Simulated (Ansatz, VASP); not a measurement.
BAs: VASP beside Ansatz

Contents of INCAR:

```
PREC = Accurate
ENCUT = 520
EDIFF = 1E-7
ISMEAR = -1
SIGMA = 0.05
LREAL = False
LASPH = True
NELM = 60
ALGO = Normal
ISIF = 2
LWAVE = False
LCHARG = True
GGA = PS
LELF = True
LVHAR = True
NBANDS = 11
```

File KPOINTS:

```
Automatic mesh
0
Gamma
  14 14 14
```

POSCAR

```
BAs
1.0
    0.0000000000      2.2843538476      2.2843538476
    2.2843538476      0.0000000000      2.2843538476
    2.2843538476      2.2843538476      0.0000000000
B As
1 1
Direct
    0.0000000000      0.0000000000      0.0000000000
    0.2500000000      0.2500000000      0.2500000000
```

Input for Ansatz:

```yaml
crystal:
  lattice:
    - [0.0, 2.2843538476, 2.2843538476]
    - [2.2843538476, 0.0, 2.2843538476]
    - [2.2843538476, 2.2843538476, 0.0]
  atoms:
    - { symbol: B, position: [0.0, 0.0, 0.0] }
    - { symbol: As, position: [0.25, 0.25, 0.25] }
kpoints:
  mp_grid: { grid: [14, 14, 14] }
scf:
  occupations: { method: fermi_dirac, width: 0.05 }
hamiltonian:
  xc: pbesol
  pseudopotentials: { kind: paw }
output:
  forces: true
  stress: true
  eigenvalues: true
  populations: true
```

Change from the starting cell: volume scaled by 0.88, PAW files.

Alike in both runs: task single point; functional PBEsol; k mesh 14 × 14 × 14; occupations fermi-dirac, width 0.05 eV; no spin polarisation.

|  | VASP | Ansatz |
| --- | --- | --- |
| version | VASP 6.6.1 | Ansatz 0.2.0 |
| potentials or method | VASP PAW PBE potentials, release 64 (B, As) | PAW with Ansatz's default frozen-core files, scalar-relativistic |
| plane-wave cutoff (eV) | 520 | 420 |
| valence electrons in the cell | 8 | 18 |

|  | VASP | Ansatz | Ansatz less VASP |
| --- | --- | --- | --- |
| pressure (GPa) | 24.8 | 23.3 | -1.54 |

VASP's potentials were made for PBE, not for PBEsol. With one functional, cell and mesh, what is left measures potentials, basis and numerics. VASP's potentials hold 8 valence electrons a cell and Ansatz's 18, so a difference there can come from the potentials and not from the codes.
